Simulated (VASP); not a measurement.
P, 1 atom in the cell. The structure is cubic, space group Im-3m (No. 229). Conventional cell: a = 2.745 Å, b = 2.745 Å, c = 2.745 Å, α = 90.00°, β = 90.00°, γ = 90.00°. Within 3.1 Å of P (site symmetry m-3m) lie 14 P at 2.38 to 2.75 Å. This isn't the form of P at room conditions, which is orthorhombic.

| Item | Value |
| --- | --- |
| Program | VASP 6.6.1 |
| Task | single point |
| Functional | PBEsol |
| Dispersion | D4 |
| Potentials or basis | VASP PAW PBE potentials, release 64 (P) |
| Cutoff | 500 eV |
| k mesh | 24 × 24 × 24 |
| Occupations | gaussian, width 0.1 eV |
| Spin | no spin polarisation |
| Dipole correction | no |
| Further INCAR settings | ALGO = Normal; EDIFF = 1e-06; NBANDS = 8 |

Potentials or basis: VASP PAW PBE potentials, release 64 (P).

Run with:

```bash
$ cat potpaw_PBE.64/P/POTCAR > POTCAR
$ mpirun -np 1 vasp_std > vasp.out
```

Hardware: 1 thread of Intel(R) Xeon(R) 6975P-C (Granite Rapids) (shared host).

Task: Estimate the wall time of this run.

Result: It took 9 s on 1 thread of Intel(R) Xeon(R) 6975P-C (Granite Rapids), on a shared host, peak memory 0.13 GiB. Counts: scf iterations 9, k points 413.
